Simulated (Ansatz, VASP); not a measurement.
TiSe2: VASP beside Ansatz

```
CELL_PARAMETERS angstrom
3.48257 0.00000 0.00000
-1.74129 3.01600 0.00000
0.00000 0.00000 11.71867
ATOMIC_POSITIONS crystal
Ti 0.00000 0.00000 0.00000
Ti 0.00000 0.00000 0.50000
Se 0.33333 0.66667 0.13247
Se 0.66667 0.33333 0.36753
Se 0.33333 0.66667 0.63247
Se 0.66667 0.33333 0.86753
```

Alike in both runs: task single point; functional PBE; dispersion D3(BJ); k mesh 10 × 10 × 4; occupations gaussian, width 0.05 eV; collinear spin.

|  | VASP | Ansatz |
| --- | --- | --- |
| version | VASP 6.6.1 | Ansatz 0.2.0 |
| potentials or method | VASP PAW PBE potentials, release 64 (Ti_sv, Se), cutoff 500 eV | scalar-relativistic, plane waves, PAW |
| valence electrons in the cell | 48 | 88 |

```csv
,VASP,Ansatz,Ansatz less VASP
gap on the k mesh at the Fermi level (eV),none,none,-
pressure (GPa),0.1,0.0,-0.10
rms of the force components (eV/Å),0.004,0.005,+0.0009
net moment per atom (μB),0.00,0.00,0.000
```

A gap of «none» marks a metal or a gap that the smearing closes. VASP's potentials hold 48 valence electrons a cell and Ansatz's 88, so a difference there can come from the potentials and not from the codes. Ansatz's warnings: seeded moment not kept.
